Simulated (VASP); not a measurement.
# Ti2C (R-3m) in VASP: single point with r2SCAN

Aim: the single point of Ti2C with r2SCAN.

Everything below comes from runs of VASP 6.6.1. Logs are shortened: lines on timing, memory, paths and dates and some standing lists are left out, and cuts for length are marked.

## (1) The cell of the first run

It takes space group R-3m (No. 166, trigonal). Conventional cell: a = 3.097 Å, b = 3.097 Å, c = 14.616 Å, α = 90.00°, β = 90.00°, γ = 120.00°. Ti (site symmetry 3m) has 3 C at 2.12 Å and 3 Ti at 2.89 Å within 2.9 Å. C (site symmetry -3m) has 6 Ti at 2.12 Å within 2.8 Å.

## (2) Single point, r2SCAN

Contents of POSCAR:

```
Ti2C
1.0
    1.5483804341      0.8939578604      4.8721081892
   -1.5483804341      0.8939578604      4.8721081892
    0.0000000000     -1.7879157208      4.8721081892
Ti C
2 1
Direct
    0.2443099876      0.2443099876      0.2443099876
    0.7556900124      0.7556900124      0.7556900124
    0.5000000000      0.5000000000      0.5000000000
```

Contents of INCAR.step1:

```
PREC = Accurate
ENCUT = 520
ISMEAR = 0
SIGMA = 0.1
LREAL = F
LASPH = T
NELM = 60
NBANDS = 21
GGA = PE
ALGO = Normal
EDIFF = 1E-4
LWAVE = T
LCHARG = F
```

Contents of INCAR.step2:

```
PREC = Accurate
ENCUT = 520
EDIFF = 1E-6
ISMEAR = 0
SIGMA = 0.1
LREAL = F
LASPH = T
NELM = 60
ALGO = Normal
ISIF = 2
LWAVE = F
LCHARG = F
METAGGA = R2SCAN
LMIXTAU = T
NBANDS = 21
ISTART = 1
```

Contents of KPOINTS:

```
regular mesh
0
Gamma
  18 18 18
```

Potentials or basis: VASP PAW PBE potentials, release 64 (Ti_sv, C).

Run with:

```
$ cat potpaw_PBE.64/Ti_sv/POTCAR potpaw_PBE.64/C/POTCAR > POTCAR
$ cp INCAR.step1 INCAR
$ mpirun -np 1 vasp_std > vasp.out
$ cp INCAR.step2 INCAR
$ mpirun -np 1 vasp_std > vasp.out
```

OUTCAR:

```text
PREC = Accurate
   ENCUT = 520
   EDIFF = 1E-6
   ISMEAR = 0
   LREAL = F
   LASPH = T
   NELM = 60
   ISIF = 2
   METAGGA = R2SCAN
   ISTART = 1

 ion  position               nearest neighbor table
   1  0.244  0.244  0.244-   3 2.12   3 2.12   3 2.12   2 2.89   2 2.89   2 2.89
   2  0.756  0.756  0.756-   3 2.12   3 2.12   3 2.12   1 2.89   1 2.89   1 2.89
   3  0.500  0.500  0.500-   1 2.12   2 2.12   1 2.12   1 2.12   2 2.12   2 2.12

  LATTYP: Found a trigonal (rhomboedric) cell.
 ALAT       =     5.1898054715
 COS(alpha) =     0.8219741016

  Lattice vectors:

 A1 = (   1.5483804341,   0.8939578604,   4.8721081892)
 A2 = (  -1.5483804341,   0.8939578604,   4.8721081892)
 A3 = (   0.0000000000,  -1.7879157208,   4.8721081892)

Analysis of symmetry for initial positions (statically):
=====================================================================
 Subroutine PRICEL returns:
 Original cell was already a primitive cell.

 Routine SETGRP: Setting up the symmetry group for a
 trigonal (rhombohedral) supercell.

 Subroutine GETGRP returns: Found 12 space group operations
 (whereof 12 operations were pure point group operations)
 out of a pool of 12 trial point group operations.

The static configuration has the point symmetry D_3d.

Analysis of symmetry for dynamics (positions and initial velocities):
=====================================================================
 Subroutine PRICEL returns:
 Original cell was already a primitive cell.

 Routine SETGRP: Setting up the symmetry group for a
 trigonal (rhombohedral) supercell.

 Subroutine GETGRP returns: Found 12 space group operations
 (whereof 12 operations were pure point group operations)
 out of a pool of 12 trial point group operations.

The dynamic configuration has the point symmetry D_3d.

 Subroutine INISYM returns: Found 12 space group operations
 (whereof 12 operations are pure point group operations),
 and found     1 'primitive' translations

----------------------------------------------------------------------------------------

                                     Primitive cell

  volume of cell :      40.4634

  direct lattice vectors                    reciprocal lattice vectors
     1.548380434  0.893957860  4.872108189     0.322918056  0.186436827  0.068416653
    -1.548380434  0.893957860  4.872108189    -0.322918056  0.186436827  0.068416653
     0.000000000 -1.787915721  4.872108189     0.000000000 -0.372873653  0.068416653

  length of vectors
[... 83 lines left out ...]
   NELM   =     60;   NELMIN=  2; NELMDL=  0     # of ELM steps
   EDIFF  = 0.1E-05   stopping-criterion for ELM
   LREAL  =      F    real-space projection
   EDIFFG = 0.1E-04   stopping-criterion for IOM
   NSW    =      0    number of steps for IOM
   IBRION =     -1    ionic relax: 0-MD 1-quasi-New 2-CG
   NFREE  =      0    steps in history (QN), initial steepest desc. (CG)
   ISIF   =      2    stress and relaxation
   ISYM   =      2    0-nonsym 1-usesym 2-fastsym
   POTIM  = 0.5000    time-step for ionic-motion
   TEBEG  =    0.0;   TEEND  =   0.0 temperature during run
   PSTRESS=    0.0 pullay stress
   NELECT =      28.0000    total number of electrons
   NUPDOWN=      -1.0000    fix difference up-down
   EMIN   =  10.00;   EMAX   =-10.00  energy-range for DOS
   EFERMI =   0.00;   METHOD = LEGACY
   ISMEAR =     0;   SIGMA  =   0.10  broadening in eV -4-tet -1-fermi 0-gaus
   EFERMI_NEDOS =   21; number of points for ismear=-14 and -15
   IALGO  =     38    algorithm
   IMIX   =      4    mixing-type and parameters
     AMIX     =   0.40;   BMIX     =  1.00
     AMIX_MAG =   1.60;   BMIX_MAG =  1.00
  volume/ion in A,a.u.               =      13.49        91.02
  Fermi-wavevector in a.u.,A,eV,Ry     =   1.448015  2.736353 28.528000  2.096749
  Thomas-Fermi vector in A             =   2.565905
   LORBIT       =      0    0 simple, 1 ext, 2 COOP (PROOUT), +10 PAW based schemes
   METAGGA = R2SCAN    functional components
   LHFCALC =     F    Hartree Fock is set to
   AEXX    =    0.0000 exact exchange contribution
   IVDW    =     0    specifies the selected vdW correction
   LEPSILON=     F    determine dielectric tensor
   LRPA    =     F    only Hartree local field effects (RPA)
 non-spin polarized calculation
 Gauss-broadening in eV      SIGMA  =   0.10
  energy-cutoff  :      520.00
  volume of cell :       40.46
 maximum number of plane-waves:      1105
   NGX = 19   NGY = 19   NGZ = 19

 number of electron      28.0000000 magnetization

 Free energy of the ion-electron system (eV)
  ---------------------------------------------------
  ext. energy  EPLUGINS =         0.00000000
  ---------------------------------------------------
  free energy    TOTEN  =       -38.04884313 eV

  energy without entropy =      -38.03851337  energy(sigma->0) =      -38.04367825

 E-fermi :   8.2735     XC(G=0): -12.5942

 val. band max:        8.2717780131   @ k =  -0.3889   0.2778   0.2222
 cond. band min:       8.2791345622   @ k =  -0.4444   0.1667   0.0556
 fundamental gap:      0.0073565491
 Fermi energy:         8.2734576994

 k-point     1 :       0.0000    0.0000    0.0000
  band No.  band energies     occupation
      1     -50.9728      2.00000
      2     -50.8750      2.00000
      3     -26.4909      2.00000
      4     -25.9827      2.00000
      5     -25.9827      2.00000
      6     -25.9439      2.00000
[... 565 lines left out ...]
     20      11.7522      0.00000
     21      13.2089      0.00000

 [... further k-points ...]

------------------------ aborting loop because EDIFF is reached ----------------------------------------

  FORCE on cell =-STRESS in cart. coord.  units (eV):
  Direction    XX          YY          ZZ          XY          YZ          ZX
  --------------------------------------------------------------------------------------
  -------------------------------------------------------------------------------------
  Total       -0.5797580     -0.5797580     -0.5986936      0.0000000     -0.0000000     -0.0000000
  in kB      -22.9559070    -22.9559070    -23.7056742      0.0000000     -0.0000000     -0.0000000
  external PRESSURE =     -23.2058294 kB  Pullay stress =       0.0000000 kB

 VOLUME and BASIS-vectors are now :
 -----------------------------------------------------------------------------
  energy-cutoff  :      520.00
  volume of cell :       40.46
      direct lattice vectors                 reciprocal lattice vectors
     1.548380434  0.893957860  4.872108189     0.322918056  0.186436827  0.068416653
    -1.548380434  0.893957860  4.872108189    -0.322918056  0.186436827  0.068416653
     0.000000000 -1.787915721  4.872108189     0.000000000 -0.372873653  0.068416653

 POSITION                                       TOTAL-FORCE (eV/Angst)
 -----------------------------------------------------------------------------------
      0.00000      0.00000      3.57091         0.000000     -0.000000      0.084990
      0.00000      0.00000     11.04541         0.000000      0.000000     -0.084990
      0.00000      0.00000      7.30816         0.000000      0.000000      0.000000
 -----------------------------------------------------------------------------------
    total drift:                                0.000000     -0.000000      0.000000

  FREE ENERGIE OF THE ION-ELECTRON SYSTEM (eV)
  ---------------------------------------------------
  free  energy   TOTEN  =       -38.0488431261 eV

  energy  without entropy=      -38.0385133735  energy(sigma->0) =      -38.04367825
```

It took 46 min on 1 thread of Intel Xeon Platinum 8488C (Sapphire Rapids), shared host; peak memory 0.6 GiB.

What came out:

```yaml
Free_energy: -38.0488 eV
Pressure: -2.3 GPa
Largest_force: 0.085 eV/Å
Band_gap_on_the_k_mesh: zero (bands 14 and 15 overlap by 1.04 eV)
```

Forces in eV/Å, atoms in the order of the input:
```
Ti   0.000  0.000  0.085
Ti   0.000  0.000 -0.085
C    0.000  0.000  0.000
```

Caveat: the PAW data sets were made with another functional, which shifts forces and pressure a little.
